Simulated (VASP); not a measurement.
# CdSe (F-43m) in VASP: notebook

Runs on CdSe. Level: PBE. Tasks: single point, relaxation of cell and atoms.

Program: VASP 6.6.1. These are calculated values, not measurements. Logs are shortened: lines on timing, memory, paths and dates and some standing lists are left out, and cuts for length are marked.

## (1) The cell of the first run

Symmetry: F-43m, No. 216, cubic system. The conventional cell has a = 6.141 Å, b = 6.141 Å, c = 6.141 Å, α = 90.00°, β = 90.00°, γ = 90.00°. Cd (site symmetry -43m) has 4 Se at 2.66 Å within 3.5 Å. Within 3.5 Å of Se (site symmetry -43m) lie 4 Cd at 2.66 Å.

## (2) Single point, PBE

The input, INCAR:

```
ALGO = Normal ; EDIFF = 1E-6
ENCUT = 520 ; GGA = PE
ISIF = 2 ; ISMEAR = 0
LASPH = T ; LCHARG = F
LREAL = F ; LWAVE = F
NBANDS = 16 ; NELM = 100
PREC = Accurate ; SIGMA = 0.1
```

The input, KPOINTS:

```
k-points
0
Gamma
  6 6 6
```

The input, POSCAR:

```
CdSe
1.0
    0.0000000000      3.0702712000      3.0702712000
    3.0702712000      0.0000000000      3.0702712000
    3.0702712000      3.0702712000      0.0000000000
Cd Se
1 1
Direct
    0.0000000000      0.0000000000      0.0000000000
    0.2500000000      0.2500000000      0.2500000000
```

Potentials or basis: VASP PAW PBE potentials, release 64 (Cd, Se).

The run is started by

```console
> cat potpaw_PBE.64/Cd/POTCAR potpaw_PBE.64/Se/POTCAR > POTCAR
> mpirun -np 1 vasp_std > vasp.out
```

OUTCAR:

```text
EDIFF = 1E-6
   ENCUT = 520
   GGA = PE
   ISIF = 2
   ISMEAR = 0
   LASPH = T
   LREAL = F
   NELM = 100
   PREC = Accurate

 ion  position               nearest neighbor table
   1  0.000  0.000  0.000-   2 2.66   2 2.66   2 2.66   2 2.66
   2  0.250  0.250  0.250-   1 2.66   1 2.66   1 2.66   1 2.66

  LATTYP: Found a face centered cubic cell.
 ALAT       =     6.1405424000

  Lattice vectors:

 A1 = (   0.0000000000,   3.0702712000,   3.0702712000)
 A2 = (   3.0702712000,   0.0000000000,   3.0702712000)
 A3 = (   3.0702712000,   3.0702712000,   0.0000000000)

Analysis of symmetry for initial positions (statically):
=====================================================================
 Subroutine PRICEL returns:
 Original cell was already a primitive cell.

 Routine SETGRP: Setting up the symmetry group for a
 face centered cubic supercell.

 Subroutine GETGRP returns: Found 24 space group operations
 (whereof 24 operations were pure point group operations)
 out of a pool of 48 trial point group operations.

The static configuration has the point symmetry T_d .

Analysis of symmetry for dynamics (positions and initial velocities):
=====================================================================
 Subroutine PRICEL returns:
 Original cell was already a primitive cell.

 Routine SETGRP: Setting up the symmetry group for a
 face centered cubic supercell.

 Subroutine GETGRP returns: Found 24 space group operations
 (whereof 24 operations were pure point group operations)
 out of a pool of 48 trial point group operations.

The dynamic configuration has the point symmetry T_d .

 Subroutine INISYM returns: Found 24 space group operations
 (whereof 24 operations are pure point group operations),
 and found     1 'primitive' translations

----------------------------------------------------------------------------------------

                                     Primitive cell

  volume of cell :      57.8842

  direct lattice vectors                    reciprocal lattice vectors
     0.000000000  3.070271200  3.070271200    -0.162852063  0.162852063  0.162852063
     3.070271200  0.000000000  3.070271200     0.162852063 -0.162852063  0.162852063
     3.070271200  3.070271200  0.000000000     0.162852063  0.162852063 -0.162852063

  length of vectors
     4.342019171  4.342019171  4.342019171     0.282068048  0.282068048  0.282068048
[... 69 lines left out ...]
   LASPH  =      T    aspherical Exc in radial PAW
   ENCUT  =  520.0 eV  38.22 Ry    6.18 a.u.   8.07  8.07  8.07*2*pi/ulx,y,z
   NELM   =    100;   NELMIN=  2; NELMDL= -5     # of ELM steps
   EDIFF  = 0.1E-05   stopping-criterion for ELM
   LREAL  =      F    real-space projection
   EDIFFG = 0.1E-04   stopping-criterion for IOM
   NSW    =      0    number of steps for IOM
   IBRION =     -1    ionic relax: 0-MD 1-quasi-New 2-CG
   NFREE  =      0    steps in history (QN), initial steepest desc. (CG)
   ISIF   =      2    stress and relaxation
   ISYM   =      2    0-nonsym 1-usesym 2-fastsym
   POTIM  = 0.5000    time-step for ionic-motion
   TEBEG  =    0.0;   TEEND  =   0.0 temperature during run
   PSTRESS=    0.0 pullay stress
   NELECT =      18.0000    total number of electrons
   NUPDOWN=      -1.0000    fix difference up-down
   EMIN   =  10.00;   EMAX   =-10.00  energy-range for DOS
   EFERMI =   0.00;   METHOD = LEGACY
   ISMEAR =     0;   SIGMA  =   0.10  broadening in eV -4-tet -1-fermi 0-gaus
   EFERMI_NEDOS =   21; number of points for ismear=-14 and -15
   IALGO  =     38    algorithm
   IMIX   =      4    mixing-type and parameters
     AMIX     =   0.40;   BMIX     =  1.00
     AMIX_MAG =   1.60;   BMIX_MAG =  1.00
  volume/ion in A,a.u.               =      28.94       195.31
  Fermi-wavevector in a.u.,A,eV,Ry     =   1.109121  2.095935 16.737199  1.230149
  Thomas-Fermi vector in A             =   2.245657
   LORBIT       =      0    0 simple, 1 ext, 2 COOP (PROOUT), +10 PAW based schemes
   GGA     = PE    functional components
   LHFCALC =     F    Hartree Fock is set to
   AEXX    =    0.0000 exact exchange contribution
   IVDW    =     0    specifies the selected vdW correction
   LEPSILON=     F    determine dielectric tensor
   LRPA    =     F    only Hartree local field effects (RPA)
 non-spin polarized calculation
 Gauss-broadening in eV      SIGMA  =   0.10
  energy-cutoff  :      520.00
  volume of cell :       57.88
 maximum number of plane-waves:      1588
   NGX = 17   NGY = 17   NGZ = 17

 number of electron      18.0000008 magnetization

 Free energy of the ion-electron system (eV)
  ---------------------------------------------------
  ext. energy  EPLUGINS =         0.00000000
  ---------------------------------------------------
  free energy    TOTEN  =        -5.48654661 eV

  energy without entropy =       -5.48654611  energy(sigma->0) =       -5.48654636

 E-fermi :   1.0054     XC(G=0):  -8.7551

 val. band max:        0.7221541340   @ k =   0.0000   0.0000   0.0000
 cond. band min:       1.2697583004   @ k =   0.0000   0.0000   0.0000
 fundamental gap:      0.5476041664
 Fermi energy:         1.0054216690

 k-point     1 :       0.0000    0.0000    0.0000
  band No.  band energies     occupation
      1     -11.7143      2.00000
      2      -7.1235      2.00000
      3      -7.1235      2.00000
      4      -7.1235      2.00000
      5      -6.7793      2.00000
      6      -6.7793      2.00000
[... 281 lines left out ...]
      3      -6.9333      2.00000
      4      -6.8367      2.00000
      5      -6.7535      2.00000
      6      -6.3571      2.00000
[... 8 lines left out ...]
     15      13.4472      0.00000
     16      13.5582      0.00000

------------------------ aborting loop because EDIFF is reached ----------------------------------------

  FORCE on cell =-STRESS in cart. coord.  units (eV):
  Direction    XX          YY          ZZ          XY          YZ          ZX
  --------------------------------------------------------------------------------------
  -------------------------------------------------------------------------------------
  Total        0.5710283      0.5710283      0.5710283      0.0000000      0.0000000     -0.0000000
  in kB       15.8054901     15.8054901     15.8054901      0.0000000      0.0000000     -0.0000000
  external PRESSURE =      15.8054901 kB  Pullay stress =       0.0000000 kB

 VOLUME and BASIS-vectors are now :
 -----------------------------------------------------------------------------
  energy-cutoff  :      520.00
  volume of cell :       57.88
      direct lattice vectors                 reciprocal lattice vectors
     0.000000000  3.070271200  3.070271200    -0.162852063  0.162852063  0.162852063
     3.070271200  0.000000000  3.070271200     0.162852063 -0.162852063  0.162852063
     3.070271200  3.070271200  0.000000000     0.162852063  0.162852063 -0.162852063

 POSITION                                       TOTAL-FORCE (eV/Angst)
 -----------------------------------------------------------------------------------
      0.00000      0.00000      0.00000         0.000000      0.000000      0.000000
      1.53514      1.53514      1.53514        -0.000000     -0.000000     -0.000000
 -----------------------------------------------------------------------------------
    total drift:                               -0.000001     -0.000001     -0.000000

  FREE ENERGIE OF THE ION-ELECTRON SYSTEM (eV)
  ---------------------------------------------------
  free  energy   TOTEN  =        -5.4865466112 eV

  energy  without entropy=       -5.4865461134  energy(sigma->0) =       -5.48654636
```

stdout:

```text
POSCAR found type information on POSCAR CdSe
 POSCAR found :  2 types and       2 ions
 scaLAPACK will be used
 LDA part: xc-table for (Slater+PW92), standard interpolation
 POSCAR, INCAR and KPOINTS ok, starting setup
 FFT: planning ... GRIDC
 FFT: planning ... GRID_SOFT
 FFT: planning ... GRID
 WAVECAR not read
 entering main loop
```

Wall time 25 s (1 thread of AMD EPYC 7R13, shared host); peak memory 0.15 GiB.

What came out:

```
Free energy            : -5.4865 eV
Pressure               : 1.6 GPa
Band gap on the k mesh : 0.55 eV
```

Levels at points of the mesh, in eV from the valence-band top:
```csv
k point,band 5,band 6,band 7,band 8,band 9,band 10,band 11,band 12,band 13,band 14
"(0.00, 0.00, 0.00)",-7.50,-7.50,0.00,0.00,0.00,0.55,5.93,5.93,5.93,9.67
"(0.50, 0.00, 0.00)",-7.48,-7.23,-4.23,-0.71,-0.71,2.35,6.43,6.43,7.34,9.97
"(0.50, 0.50, 0.00)",-7.45,-7.17,-3.95,-1.76,-1.76,3.19,3.73,8.98,10.05,10.05
```

## (3) Single point, PBE

This run uses another cell than the first one, of 29.75 Å³/atom.

The input, INCAR:

```
SYSTEM = CdSe
ALGO = Normal
EDIFF = 1E-6
ENCUT = 520
GGA = PE
ISIF = 2
ISMEAR = 0
LASPH = .TRUE.
LCHARG = .FALSE.
LREAL = .FALSE.
LWAVE = .FALSE.
NBANDS = 16
NELM = 80
PREC = Accurate
SIGMA = 0.02
```

The input, KPOINTS:

```
k-points
0
G
  10 10 10
  0 0 0
```

The input, POSCAR:

```
CdSe
1.0
    0.0000000000      3.0984843198      3.0984843198
    3.0984843198      0.0000000000      3.0984843198
    3.0984843198      3.0984843198      0.0000000000
Cd Se
1 1
Direct
    0.0000000000      0.0000000000      0.0000000000
    0.2500000000      0.2500000000      0.2500000000
```

Potentials or basis: VASP PAW PBE potentials, release 64 (Cd, Se).

The run is started by

```console
> cat potpaw_PBE.64/Cd/POTCAR potpaw_PBE.64/Se/POTCAR > POTCAR
> mpirun -np 1 vasp_std > vasp.out
```

Run time: 1.7 min. Hardware: 1 thread of AMD EPYC 7R13, shared host; peak memory 0.19 GiB.

Results (log left out):

* Free energy: -5.4999 eV
* Pressure: 0.2 GPa
* Band gap on the k mesh: 0.49 eV

Levels at points of the mesh, in eV from the valence-band top:
```
           k point  band 5  band 6  band 7  band 8  band 9  band 10  band 11  band 12  band 13  band 14
(0.00, 0.00, 0.00)   -7.44   -7.44    0.00    0.00    0.00     0.49     5.93     5.93     5.93     9.56
(0.50, 0.00, 0.00)   -7.42   -7.19   -4.07   -0.67   -0.67     2.32     6.43     6.43     7.25     9.89
(0.50, 0.50, 0.00)   -7.39   -7.13   -3.83   -1.67   -1.67     3.24     3.69     8.86     9.88     9.88
```

## (4) Relaxation of cell and atoms, PBE

The input, INCAR:

```
ALGO     = Normal         # electronic algorithm
EDIFF    = 1E-7           # SCF threshold, eV
EDIFFG   = -0.002         # ionic threshold
ENCUT    = 600            # plane-wave cutoff, eV
GGA      = PE             # functional
IBRION   = 2              # ionic algorithm
ISIF     = 3              # what is computed and relaxed
ISMEAR   = 0              # smearing method
LASPH    = T              # aspherical terms in the spheres
LCHARG   = F              # write CHGCAR
LREAL    = F              # projectors in reciprocal space
LWAVE    = F              # write WAVECAR
NELM     = 80             # most SCF steps
NSW      = 100            # ionic steps
PREC     = Accurate       # precision mode
SIGMA    = 0.02           # smearing width, eV
```

The input, KPOINTS:

```
k-points
0
Gamma
  10 10 10
```

The input, POSCAR:

```
CdSe
1.0
    0.0000000000      3.0702712000      3.0702712000
    3.0702712000      0.0000000000      3.0702712000
    3.0702712000      3.0702712000      0.0000000000
Cd Se
1 1
Direct
    0.0000000000      0.0000000000      0.0000000000
    0.2500000000      0.2500000000      0.2500000000
```

Potentials or basis: VASP PAW PBE potentials, release 64 (Cd, Se).

The run is started by

```console
> cat potpaw_PBE.64/Cd/POTCAR potpaw_PBE.64/Se/POTCAR > POTCAR
> mpirun -np 1 vasp_std > vasp.out
```

OUTCAR:

```text
EDIFF = 1E-7
   EDIFFG = -0.002
   ENCUT = 600
   GGA = PE
   IBRION = 2
   ISIF = 3
   ISMEAR = 0
   LASPH = T
   LREAL = F
   NELM = 80
   NSW = 100
   PREC = Accurate

 ion  position               nearest neighbor table
   1  0.000  0.000  0.000-   2 2.66   2 2.66   2 2.66   2 2.66
   2  0.250  0.250  0.250-   1 2.66   1 2.66   1 2.66   1 2.66

  LATTYP: Found a face centered cubic cell.
 ALAT       =     6.1405424000

  Lattice vectors:

 A1 = (   0.0000000000,   3.0702712000,   3.0702712000)
 A2 = (   3.0702712000,   0.0000000000,   3.0702712000)
 A3 = (   3.0702712000,   3.0702712000,   0.0000000000)

Analysis of symmetry for initial positions (statically):
=====================================================================
 Subroutine PRICEL returns:
 Original cell was already a primitive cell.

 Routine SETGRP: Setting up the symmetry group for a
[... 267 lines left out ...]
      8       0.4818      2.00000
      9       0.4818      2.00000
     10       0.9660      0.00000
     11       6.4095      0.00000
     12       6.4095      0.00000
     13       6.4095      0.00000
[... 354 lines left out ...]
  band No.  band energies     occupation
      1     -11.4520      2.00000
      2      -7.1244      2.00000
      3      -7.1056      2.00000
      4      -7.0597      2.00000
      5      -6.9184      2.00000
      6      -6.8045      2.00000
      7      -2.8303      2.00000
      8      -0.9938      2.00000
      9      -0.8454      2.00000
     10       4.0735      0.00000
     11       4.4894      0.00000
     12       7.9504      0.00000
     13       8.8994      0.00000

 [... further k-points ...]

------------------------ aborting loop because EDIFF is reached ----------------------------------------

  FORCE on cell =-STRESS in cart. coord.  units (eV):
  Direction    XX          YY          ZZ          XY          YZ          ZX
  --------------------------------------------------------------------------------------
  -------------------------------------------------------------------------------------
  Total        0.0017101      0.0017101      0.0017101     -0.0000000     -0.0000000     -0.0000000
  in kB        0.0458627      0.0458627      0.0458627     -0.0000000     -0.0000000     -0.0000000
  external PRESSURE =       0.0458627 kB  Pullay stress =       0.0000000 kB
[... 17 lines left out ...]
  FREE ENERGIE OF THE ION-ELECTRON SYSTEM (eV)
  ---------------------------------------------------
  free  energy   TOTEN  =        -5.4993525599 eV

  energy  without entropy=       -5.4993525599  energy(sigma->0) =       -5.49935256

 reached required accuracy - stopping structural energy minimisation
```

CONTCAR:

```text
CdSe
   1.00000000000000
     0.0000000000000000    3.1027578440275496    3.1027578440275496
     3.1027578440275496    0.0000000000000000    3.1027578440275496
     3.1027578440275496    3.1027578440275496    0.0000000000000000
  Cd              Se
     1     1
Direct
     0.0000000000000000    0.0000000000000000    0.0000000000000000
     0.2500000000000000    0.2500000000000000    0.2500000000000000

  0.00000000E+00  0.00000000E+00  0.00000000E+00
  0.00000000E+00  0.00000000E+00  0.00000000E+00
```

It took 4.4 min on 1 thread of AMD EPYC 7R13, shared host; peak memory 0.21 GiB.

What came out:

| Property | Result |
| --- | --- |
| Free energy | -5.4994 eV |
| Relaxed volume | 29.87 Å³/atom |
| Relaxed cell | a = 4.388 Å, b = 4.388 Å, c = 4.388 Å, α = 60.00°, β = 60.00°, γ = 60.00° |
| Space group after relaxing (to 0.1 Å) | F-43m (No. 216) |
| Energy gained by relaxing | 4.3 meV/atom |
| Ionic steps | 3 |
| Pressure after relaxing | 0.0 GPa |
| Band gap on the k mesh | 0.48 eV |

The path:
```tsv
step	energy change (eV)	largest force (eV/Å)	pressure (GPa)	volume (Å³)
1	0.0000	0.0000	1.52	57.88
2	-0.0080	0.0000	-0.35	60.22
3	-0.0086	0.0000	0.00	59.74
```

Final structure:
```yaml
crystal:
  lattice:
    - [0.00000, 3.10276, 3.10276]
    - [3.10276, 0.00000, 3.10276]
    - [3.10276, 3.10276, 0.00000]
  atoms:
    - { symbol: Cd, position: [0.00000, 0.00000, 0.00000] }
    - { symbol: Se, position: [0.25000, 0.25000, 0.25000] }
```

## (5) Summary

| task | cell | k mesh | cutoff (eV) | smearing | gap on the mesh (eV) | pressure (GPa) |
| --- | --- | --- | --- | --- | --- | --- |
| single point | a = 4.342 Å, angles 60.0°, 2 atoms | 6 × 6 × 6 | 520 | gaussian 0.1 eV | 0.55 | 1.6 |
| single point | a = 4.382 Å, angles 60.0°, 2 atoms | 10 × 10 × 10 | 520 | gaussian 0.02 eV | 0.49 | 0.2 |
| relaxation of cell and atoms | relaxed from a = 4.342 Å, angles 60.0°, 2 atoms | 10 × 10 × 10 | 600 | gaussian 0.02 eV | 0.48 | 0.0 |

Alike in all rows: level PBE; potentials or basis VASP PAW PBE potentials, release 64 (Cd, Se); no spin polarisation.

Absolute energies hang on the potentials; compare differences alone.
